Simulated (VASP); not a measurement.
# Al in VASP: a series of runs

Runs on Al. Level: PBE. Tasks: single point, relaxation of the atoms.

Program: VASP 6.6.1. These are calculated values, not measurements. Logs are shortened: lines on timing, memory, paths and dates and some standing lists are left out, and cuts for length are marked.

**1. The cell of the first run**

The cell holds a slab with vacuum, 8 atoms: a = 2.854 Å, b = 2.854 Å, c = 31.421 Å, α = 90.00°, β = 90.00°, γ = 120.00°.

**2. Single point, PBE**

The input, INCAR:

```
PREC = Accurate
ENCUT = 520
EDIFF = 1E-6
ISMEAR = 0
SIGMA = 0.1
LREAL = F
LASPH = T
NELM = 60
ALGO = Fast
ISIF = 2
LWAVE = F
LCHARG = F
LDIPOL = T
IDIPOL = 3
DIPOL = 0.5 0.5 0.500
GGA = PE
NBANDS = 22
```

The input, KPOINTS:

```
regular mesh
0
Gamma
  12 12 1
```

The input, POSCAR:

```
Al
1.0
    2.8543223330      0.0000000000      0.0000000000
   -1.4271611665      2.4719156509      0.0000000000
    0.0000000000      0.0000000000     31.4205870243
Al
8
Direct
    0.3333333333      0.6666666667      0.2378069144
    0.0000000000      0.0000000000      0.3129552832
    0.6666666667      0.3333333333      0.3879257744
    0.0000000000      0.0000000000      0.4627922105
    0.3333333333      0.6666666667      0.5368398417
    0.0000000000      0.0000000000      0.6118368037
    0.6666666667      0.3333333333      0.6868247212
    0.0000000000      0.0000000000      0.7630184508
```

Potentials or basis: VASP PAW PBE potentials, release 64 (Al).

The run is started by

```console
> cat potpaw_PBE.64/Al/POTCAR > POTCAR
> mpirun -np 1 vasp_std > vasp.out
```

OUTCAR:

```text
PREC = Accurate
   ENCUT = 520
   EDIFF = 1E-6
   ISMEAR = 0
   LREAL = F
   LASPH = T
   NELM = 60
   ISIF = 2
   GGA = PE

 ion  position               nearest neighbor table
   1  0.333  0.667  0.238-   2 2.88   2 2.88   2 2.88
   2  0.000  0.000  0.313-   3 2.87   3 2.87   3 2.87   1 2.88   1 2.88   1 2.88
   3  0.667  0.333  0.388-   4 2.87   4 2.87   4 2.87   2 2.87   2 2.87   2 2.87
   4  0.000  0.000  0.463-   5 2.85   5 2.85   5 2.85   3 2.87   3 2.87   3 2.87
   5  0.333  0.667  0.537-   4 2.85   4 2.85   4 2.85   6 2.88   6 2.88   6 2.88
   6  0.000  0.000  0.612-   7 2.88   7 2.88   7 2.88   5 2.88   5 2.88   5 2.88
   7  0.667  0.333  0.687-   6 2.88   6 2.88   6 2.88   8 2.91   8 2.91   8 2.91
   8  0.000  0.000  0.763-   7 2.91   7 2.91   7 2.91

  LATTYP: Found a hexagonal cell.
 ALAT       =     2.8543223330
 C/A-ratio  =    11.0080724454

  Lattice vectors:

 A1 = (   2.8543223330,   0.0000000000,   0.0000000000)
 A2 = (  -1.4271611665,   2.4719156509,   0.0000000000)
 A3 = (   0.0000000000,   0.0000000000,  31.4205870243)

Analysis of symmetry for initial positions (statically):
=====================================================================
 Subroutine PRICEL returns:
 Original cell was already a primitive cell.

 Routine SETGRP: Setting up the symmetry group for a
 hexagonal supercell.

 Subroutine GETGRP returns: Found  6 space group operations
 (whereof  6 operations were pure point group operations)
 out of a pool of 24 trial point group operations.

The static configuration has the point symmetry C_3v.

Analysis of symmetry for dynamics (positions and initial velocities):
=====================================================================
 Subroutine PRICEL returns:
 Original cell was already a primitive cell.

 Routine SETGRP: Setting up the symmetry group for a
 hexagonal supercell.

 Subroutine GETGRP returns: Found  6 space group operations
 (whereof  6 operations were pure point group operations)
 out of a pool of 24 trial point group operations.

The dynamic configuration has the point symmetry C_3v.

 Subroutine INISYM returns: Found  6 space group operations
 (whereof  6 operations are pure point group operations),
 and found     1 'primitive' translations

----------------------------------------------------------------------------------------

                                     Primitive cell

  volume of cell :     221.6925

  direct lattice vectors                    reciprocal lattice vectors
     2.854322333  0.000000000  0.000000000     0.350345856  0.202272274  0.000000000
    -1.427161166  2.471915651  0.000000000     0.000000000  0.404544548  0.000000000
     0.000000000  0.000000000 31.420587024     0.000000000  0.000000000  0.031826267

  length of vectors
     2.854322333  2.854322333 31.420587024     0.404544548  0.404544548  0.031826267

  position of ions in fractional coordinates (direct lattice)
     0.333333333  0.666666667  0.237806914
     0.000000000  0.000000000  0.312955283
     0.666666667  0.333333333  0.387925774
     0.000000000  0.000000000  0.462792210
     0.333333333  0.666666667  0.536839842
     0.000000000  0.000000000  0.611836804
     0.666666667  0.333333333  0.686824721
     0.000000000  0.000000000  0.763018451

  ion indices of the primitive-cell ions
   primitive index   ion index
                 1           1
                 2           2
                 3           3
                 4           4
                 5           5
                 6           6
                 7           7
                 8           8

----------------------------------------------------------------------------------------

 KPOINTS: regular mesh

Automatic generation of k-mesh.
 Grid dimensions read from file:
 generate k-points for:   12   12    1

 Generating k-lattice:

  Cartesian coordinates                     Fractional coordinates (reciprocal lattice)
     0.029195488  0.016856023  0.000000000     0.083333333 -0.000000000  0.000000000
     0.000000000  0.033712046  0.000000000     0.000000000  0.083333333  0.000000000
     0.000000000  0.000000000  0.031826267     0.000000000  0.000000000  1.000000000

  Length of vectors
     0.033712046  0.033712046  0.031826267

  Shift w.r.t. Gamma in fractional coordinates (k-lattice)
     0.000000000  0.000000000  0.000000000

 Subroutine IBZKPT returns following result:
 ===========================================

 Found     19 irreducible k-points:

 Following reciprocal coordinates:
            Coordinates               Weight
  0.000000  0.000000  0.000000      1.000000
  0.083333  0.000000  0.000000      6.000000
  0.166667  0.000000  0.000000      6.000000
  0.250000  0.000000  0.000000      6.000000
  0.333333  0.000000  0.000000      6.000000
  0.416667  0.000000  0.000000      6.000000
[... 11 lines left out ...]
  0.333333  0.250000  0.000000     12.000000
  0.333333  0.333333  0.000000      2.000000
   k-points           NKPTS =     19   k-points in BZ     NKDIM =     19   number of bands    NBANDS=     22
   number of dos      NEDOS =    301   number of ions     NIONS =      8
   total plane-waves  NPLWV = 138240
   dimension x,y,z NGX =    24 NGY =   24 NGZ =  240
   dimension x,y,z NGXF=    48 NGYF=   48 NGZF=  480
   ions per type =               8
   NGX,Y,Z   is equivalent  to a cutoff of  13.98, 13.98, 12.70 a.u.
   NGXF,Y,Z  is equivalent  to a cutoff of  27.96, 27.96, 25.40 a.u.
 SYSTEM =  unknown system
   PREC   = accura    normal or accurate (medium, high low for compatibility)
   ISTART =      0    job   : 0-new  1-cont  2-samecut
   ICHARG =      2    charge: 1-file 2-atom 10-const
   ISPIN  =      1    spin polarized calculation?
   LNONCOLLINEAR =      F non collinear calculations
   LSORBIT =      F    spin-orbit coupling
   LASPH  =      T    aspherical Exc in radial PAW
   ENCUT  =  520.0 eV  38.22 Ry    6.18 a.u.   5.31  5.31 58.42*2*pi/ulx,y,z
   NELM   =     60;   NELMIN=  2; NELMDL= -5     # of ELM steps
   EDIFF  = 0.1E-05   stopping-criterion for ELM
   LREAL  =      F    real-space projection
   EDIFFG = 0.1E-04   stopping-criterion for IOM
   NSW    =      0    number of steps for IOM
   IBRION =     -1    ionic relax: 0-MD 1-quasi-New 2-CG
   NFREE  =      0    steps in history (QN), initial steepest desc. (CG)
   ISIF   =      2    stress and relaxation
   ISYM   =      2    0-nonsym 1-usesym 2-fastsym
   POTIM  = 0.5000    time-step for ionic-motion
   TEBEG  =    0.0;   TEEND  =   0.0 temperature during run
   PSTRESS=    0.0 pullay stress
   NELECT =      24.0000    total number of electrons
   NUPDOWN=      -1.0000    fix difference up-down
   EMIN   =  10.00;   EMAX   =-10.00  energy-range for DOS
   EFERMI =   0.00;   METHOD = LEGACY
   ISMEAR =     0;   SIGMA  =   0.10  broadening in eV -4-tet -1-fermi 0-gaus
   EFERMI_NEDOS =   21; number of points for ismear=-14 and -15
   IALGO  =     68    algorithm
   IMIX   =      4    mixing-type and parameters
     AMIX     =   0.40;   BMIX     =  1.00
     AMIX_MAG =   1.60;   BMIX_MAG =  1.00
  volume/ion in A,a.u.               =      27.71       187.01
  Fermi-wavevector in a.u.,A,eV,Ry     =   0.780240  1.474440  8.282881  0.608775
  Thomas-Fermi vector in A             =   1.883510
   LORBIT       =      0    0 simple, 1 ext, 2 COOP (PROOUT), +10 PAW based schemes
   GGA     = PE    functional components
   LHFCALC =     F    Hartree Fock is set to
   AEXX    =    0.0000 exact exchange contribution
   IVDW    =     0    specifies the selected vdW correction
   LEPSILON=     F    determine dielectric tensor
   LRPA    =     F    only Hartree local field effects (RPA)
 non-spin polarized calculation
 RMM-DIIS sequential band-by-band and
 Gauss-broadening in eV      SIGMA  =   0.10
  energy-cutoff  :      520.00
  volume of cell :      221.69
 maximum number of plane-waves:      6021
 NGX is ok and might be reduce to    24
   NGX = 11   NGY = 11   NGZ =117

 dipolmoment           0.000000      0.000000      0.002622 electrons x Angstroem

 number of electron      24.0000000 magnetization

 dipolmoment           0.000000      0.000000     -0.001416 electrons x Angstroem

 Free energy of the ion-electron system (eV)
  ---------------------------------------------------
  ext. energy  EPLUGINS =         0.00000000
  ---------------------------------------------------
  free energy    TOTEN  =       -29.18581301 eV

  energy without entropy =      -29.17598125  energy(sigma->0) =      -29.18089713

 E-fermi :   3.0852     XC(G=0):  -6.6938

 val. band max:        3.0077738526   @ k =   0.1667   0.0000   0.0000
 cond. band min:       3.1479640838   @ k =   0.2500   0.2500   0.0000
 fundamental gap:      0.1401902312
 Fermi energy:         3.0852358576

 k-point     1 :       0.0000    0.0000    0.0000
  band No.  band energies     occupation
      1      -7.8299      2.00000
      2      -7.5241      2.00000
      3      -7.0673      2.00000
      4      -6.4046      2.00000
      5      -5.6053      2.00000
      6      -4.6199      2.00000
[... 14 lines left out ...]
     21      14.0120      0.00000
     22      14.1370      0.00000

 k-point     2 :       0.0833    0.0000    0.0000
  band No.  band energies     occupation
      1      -7.6619      2.00000
      2      -7.3563      2.00000
      3      -6.9000      2.00000
      4      -6.2379      2.00000
      5      -5.4394      2.00000
      6      -4.4549      2.00000
[... 14 lines left out ...]
     21      11.6668      0.00000
     22      12.0223      0.00000
[... 398 lines left out ...]
     21       5.1185      0.00000
     22       5.3745      0.00000

 k-point    19 :       0.3333    0.3333    0.0000
  band No.  band energies     occupation
      1      -0.0967      2.00000
      2       0.0518      2.00000
      3       0.0523      2.00000
      4       0.1801      2.00000
      5       0.3294      2.00000
      6       0.3370      2.00000
[... 14 lines left out ...]
     21       4.6655      0.00000
     22       5.6813      0.00000

------------------------ aborting loop because EDIFF is reached ----------------------------------------

 vacuum level on the upper side and lower side of the slab       (xc-potential included)        -0.272        -0.215

  FORCE on cell =-STRESS in cart. coord.  units (eV):
  Direction    XX          YY          ZZ          XY          YZ          ZX
  --------------------------------------------------------------------------------------
  -------------------------------------------------------------------------------------
  Total       -1.4730861     -1.4730861      0.0088871      0.0000000      0.0000000      0.0000000
  in kB      -10.6460319    -10.6460319      0.0642275      0.0000000      0.0000000      0.0000000
  external PRESSURE =      -7.0759454 kB  Pullay stress =       0.0000000 kB

 VOLUME and BASIS-vectors are now :
 -----------------------------------------------------------------------------
  energy-cutoff  :      520.00
  volume of cell :      221.69
      direct lattice vectors                 reciprocal lattice vectors
     2.854322333  0.000000000  0.000000000     0.350345856  0.202272274  0.000000000
    -1.427161166  2.471915651  0.000000000     0.000000000  0.404544548  0.000000000
     0.000000000  0.000000000 31.420587024     0.000000000  0.000000000  0.031826267

 POSITION                                       TOTAL-FORCE (eV/Angst)
 -----------------------------------------------------------------------------------
     -0.00000      1.64794      7.47203         0.000000     -0.000000      0.000035
      0.00000      0.00000      9.83324         0.000000     -0.000000      0.000091
      1.42716      0.82397     12.18886        -0.000000      0.000000      0.000824
      0.00000      0.00000     14.54120         0.000000      0.000000     -0.003361
     -0.00000      1.64794     16.86782         0.000000     -0.000000      0.002314
      0.00000      0.00000     19.22427         0.000000     -0.000000     -0.001066
      1.42716      0.82397     21.58044        -0.000000     -0.000000     -0.002454
      0.00000      0.00000     23.97449         0.000000     -0.000000      0.003617
 -----------------------------------------------------------------------------------
    total drift:                               -0.000000      0.000000     -0.000016

  FREE ENERGIE OF THE ION-ELECTRON SYSTEM (eV)
  ---------------------------------------------------
  free  energy   TOTEN  =       -29.1858130078 eV

  energy  without entropy=      -29.1759812508  energy(sigma->0) =      -29.18089713

 vacuum level on the upper side and lower side of the slab         6.976         7.031
```

Wall time 5.5 min (1 thread of Intel Xeon 8259CL, shared host); peak memory 0.37 GiB.

What came out:

```
Free energy            : -29.1858 eV
Largest force          : 0.004 eV/Å
Band gap on the k mesh : zero (bands 12 and 13 overlap by 3.21 eV)
```

Forces in eV/Å, atoms in the order of the input:
```
Al   0.000  0.000  0.000
Al   0.000  0.000  0.000
Al   0.000  0.000  0.001
Al   0.000  0.000 -0.003
Al   0.000  0.000  0.002
Al   0.000  0.000 -0.001
Al   0.000  0.000 -0.002
Al   0.000  0.000  0.004
```

Levels at points of the mesh, in eV from the Fermi level:
| k point | band 7 | band 8 | band 9 | band 10 | band 11 | band 12 | band 13 | band 14 | band 15 | band 16 |
| --- | --- | --- | --- | --- | --- | --- | --- | --- | --- | --- |
| (0.00, 0.00, 0.00) | -6.57 | -5.23 | -3.89 | -2.30 | -0.70 | 0.95 | 2.47 | 3.60 | 3.97 | 5.20 |
| (0.50, 0.00, 0.00) | -3.70 | -3.63 | -2.80 | -2.71 | -2.02 | -1.69 | -0.76 | -0.59 | 0.55 | 0.70 |

**3. Relaxation of the atoms, PBE**

This run uses another cell than the first one: it holds 10 atoms, not 8.

The input, INCAR:

```
SYSTEM = Al
PREC = Accurate
ENCUT = 520
EDIFF = 1E-6
ISMEAR = 0
SIGMA = 0.1
LREAL = .FALSE.
LASPH = .TRUE.
NELM = 80
ALGO = Normal
ISIF = 2
LWAVE = .FALSE.
LCHARG = .FALSE.
LDIPOL = .TRUE.
IDIPOL = 3
DIPOL = 0.5 0.5 0.500
GGA = PE
IBRION = 2
NSW = 80
EDIFFG = -0.02
```

The input, KPOINTS:

```
regular mesh
0
G
  12 12 1
  0 0 0
```

The input, POSCAR:

```
Al
1.0
    2.8543223330      0.0000000000      0.0000000000
   -1.4271611665      2.4719156510      0.0000000000
    0.0000000000      0.0000000000     36.1121833172
Al
10
Direct
    0.3333333333      0.6666666667      0.2076861411
    0.0000000000      0.0000000000      0.2726447764
    0.6666666667      0.3333333333      0.3376034117
    0.0000000000      0.0000000000      0.4025620470
    0.3333333333      0.6666666667      0.4675206823
    0.0000000000      0.0000000000      0.5324793177
    0.6666666667      0.3333333333      0.5974379530
    0.0000000000      0.0000000000      0.6623965883
    0.3333333333      0.6666666667      0.7273552236
    0.0000000000      0.0000000000      0.7923138589
```

Potentials or basis: VASP PAW PBE potentials, release 64 (Al).

The run is started by

```console
> cat potpaw_PBE.64/Al/POTCAR > POTCAR
> mpirun -np 1 vasp_std > vasp.out
```

Run time: 23 min. Hardware: 1 thread of Intel Xeon 8259CL, shared host; peak memory 0.43 GiB.

It converged, with:

| Item | Value |
| --- | --- |
| Free energy | -36.6284 eV |
| Energy gained by relaxing | 0.3 meV/atom |
| Ionic steps | 8 |
| Largest force after relaxing | 0.015 eV/Å |

Forces on the atoms (eV/Å):
```
Al   0.000  0.000  0.007
Al   0.000  0.000  0.009
Al   0.000  0.000  0.014
Al   0.000  0.000 -0.006
Al   0.000  0.000  0.004
Al   0.000  0.000 -0.013
Al   0.000  0.000 -0.003
Al   0.000  0.000  0.008
Al   0.000  0.000 -0.005
Al   0.000  0.000 -0.015
```

The path:
| step | energy change (eV) | largest force (eV/Å) | pressure (GPa) |
| --- | --- | --- | --- |
| 1 | 0.0000 | 0.1315 | -0.41 |
| 2 | -0.0013 | 0.0828 | -0.41 |
| 3 | -0.0021 | 0.0485 | -0.43 |
| 4 | -0.0021 | 0.0371 | -0.42 |
| 5 | -0.0022 | 0.0293 | -0.42 |
| 6 | -0.0024 | 0.0272 | -0.43 |
| 7 | -0.0025 | 0.0211 | -0.42 |
| 8 | -0.0027 | 0.0153 | -0.42 |

Final structure:
```
CELL_PARAMETERS angstrom
2.85432 0.00000 0.00000
-1.42716 2.47192 0.00000
0.00000 0.00000 36.11218
ATOMIC_POSITIONS crystal
Al 0.33333 0.66667 0.20794
Al 0.00000 0.00000 0.27299
Al 0.66667 0.33333 0.33767
Al 0.00000 0.00000 0.40277
Al 0.33333 0.66667 0.46774
Al 0.00000 0.00000 0.53225
Al 0.66667 0.33333 0.59700
Al 0.00000 0.00000 0.66210
Al 0.33333 0.66667 0.72675
Al 0.00000 0.00000 0.79279
```

Levels at points of the mesh, in eV from the Fermi level:
| k point | band 13 | band 14 | band 15 | band 16 | band 17 | band 18 |
| --- | --- | --- | --- | --- | --- | --- |
| (0.00, 0.00, 0.00) | -1.41 | -0.04 | 1.31 | 2.58 | 3.44 | 4.21 |
| (0.50, 0.00, 0.00) | -2.32 | -2.22 | -1.53 | -1.12 | -0.37 | -0.36 |

Caveat: the highest band is partly filled, so the run has too few bands.
